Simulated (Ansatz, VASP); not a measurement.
## Two plane-wave programs on AlN

```
Al N
1.0
     3.11358    0.00000    0.00000
    -1.55679    2.69644    0.00000
     0.00000    0.00000    4.98313
Al N
2 2
Direct
  0.33333 0.66667 0.94100
  0.66667 0.33333 0.44100
  0.33333 0.66667 0.44100
  0.66667 0.33333 0.94100
```

Change from the starting cell: polar distortion scaled by 0.00.

Alike in both runs: task single point; functional PBEsol; k mesh 9 × 9 × 6; no spin polarisation.

|  | VASP | Ansatz |
| --- | --- | --- |
| version | VASP 6.6.1 | Ansatz 0.2.0 |
| potentials or method | VASP PAW PBE potentials, release 64 (Al, N), cutoff 520 eV | scalar-relativistic, plane waves, PAW |
| occupations | gaussian, width 0.01 eV | fixed |
| valence electrons in the cell | 16 | 16 |

```tsv
	VASP	Ansatz	Ansatz less VASP
gap on the k mesh at the Fermi level (eV)	2.65	2.64	-0.014
least direct gap on the mesh (eV)	2.65	2.64	-0.014
pressure (GPa)	8.5	8.4	-0.12
traceless stress, the component that is largest in VASP (GPa)	-20.81	-20.54	+0.273
```

VASP's potentials were made for PBE, not for PBEsol, and Ansatz warns of the same on its side.
